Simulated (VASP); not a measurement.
Crystal: Ga4PN3.

```
N Ga P
1.0
     3.14910    0.00000    0.00000
     0.00000    3.14910    0.00000
     0.00000    0.00000    8.90701
N Ga P
3 4 1
Direct
  0.00000 0.00000 0.25000
  0.50000 0.50000 0.00000
  0.00000 0.00000 0.75000
  0.00000 0.50000 0.12500
  0.50000 0.00000 0.87500
  0.00000 0.50000 0.62500
  0.50000 0.00000 0.37500
  0.50000 0.50000 0.50000
```

```yaml
Program: VASP 6.6.1
Task: relaxation of cell and atoms
Functional: PBE
Potentials_or_basis: VASP PAW PBE potentials, release 64 (N, Ga_d, P)
Cutoff: 600 eV
k_mesh: 8 × 8 × 4
Occupations: fermi-dirac, width 0.02 eV
Spin: no spin polarisation
```

At the start: pressure 56.6 GPa; volume 11.04 Å³/atom.

Where does the relaxation end?

Over 26 steps the energy falls by 683.3 meV/atom and the volume is 13.73 Å³/atom (+24.3 %); space group P-4m2 (No. 115, to 0.1 Å) before and after.

The path:
| step | energy change (eV) | largest force (eV/Å) | pressure (GPa) | volume (Å³) |
| --- | --- | --- | --- | --- |
| 1 | 0.0000 | 8.6917 | 56.60 | 88.33 |
| 2 | -1.4345 | 1.9391 | -19.50 | 148.16 |
| 3 | -4.9499 | 1.8705 | -3.03 | 113.83 |
| 4 | -4.9688 | 1.8556 | -1.55 | 112.49 |
| 5 | -4.9720 | 1.8447 | -0.60 | 111.64 |
| 6 | -5.2182 | 0.8334 | -1.30 | 111.70 |
| 7 | -5.3239 | 1.0852 | -1.71 | 111.78 |
| 8 | -5.4590 | 0.2860 | 0.53 | 109.44 |
| 9 | -5.4611 | 0.1683 | 0.97 | 109.09 |
| 10 | -5.4645 | 0.0620 | -0.64 | 110.35 |
| 11 | -5.4654 | 0.0344 | -0.16 | 109.95 |
| 12 | -5.4662 | 0.0152 | -0.05 | 109.87 |
| 13 | -5.4664 | 0.0474 | 0.03 | 109.78 |
| 14 | -5.4664 | 0.0376 | 0.01 | 109.80 |
| 15 | -5.4666 | 0.0089 | 0.03 | 109.80 |
| 16 | -5.4666 | 0.0068 | 0.03 | 109.80 |
| 17 | -5.4666 | 0.0140 | 0.04 | 109.80 |
| 18 | -5.4666 | 0.0069 | 0.01 | 109.80 |
| 19 | -5.4666 | 0.0109 | 0.02 | 109.80 |
| 20 | -5.4666 | 0.0139 | 0.03 | 109.80 |
| 21 | -5.4666 | 0.0094 | 0.03 | 109.80 |
| 22 | -5.4666 | 0.0057 | -0.05 | 109.84 |
| 23 | -5.4666 | 0.0090 | 0.03 | 109.83 |
| 24 | -5.4666 | 0.0053 | -0.05 | 109.84 |
| 25 | -5.4666 | 0.0085 | -0.05 | 109.83 |
| 26 | -5.4666 | 0.0045 | -0.01 | 109.83 |

Final structure:
```cif
data_structure
_symmetry_space_group_name_H-M 'P 1'
_symmetry_Int_Tables_number 1
_cell_length_a 3.4012
_cell_length_b 3.4012
_cell_length_c 9.4939
_cell_angle_alpha 90.000
_cell_angle_beta 90.000
_cell_angle_gamma 90.000
_cell_volume 109.83
loop_
_atom_site_label
_atom_site_type_symbol
_atom_site_fract_x
_atom_site_fract_y
_atom_site_fract_z
_atom_site_occupancy
N1 N 0.00000 0.00000 0.22450 1
N2 N 0.50000 0.50000 0.00000 1
N3 N 0.00000 0.00000 0.77550 1
Ga1 Ga 0.00000 0.50000 0.11219 1
Ga2 Ga 0.50000 0.00000 0.88781 1
Ga3 Ga 0.00000 0.50000 0.65979 1
Ga4 Ga 0.50000 0.00000 0.34021 1
P1 P 0.50000 0.50000 0.50000 1
```

Caveat: the volume moved by over 15 % at a fixed basis, so the end points are rough.
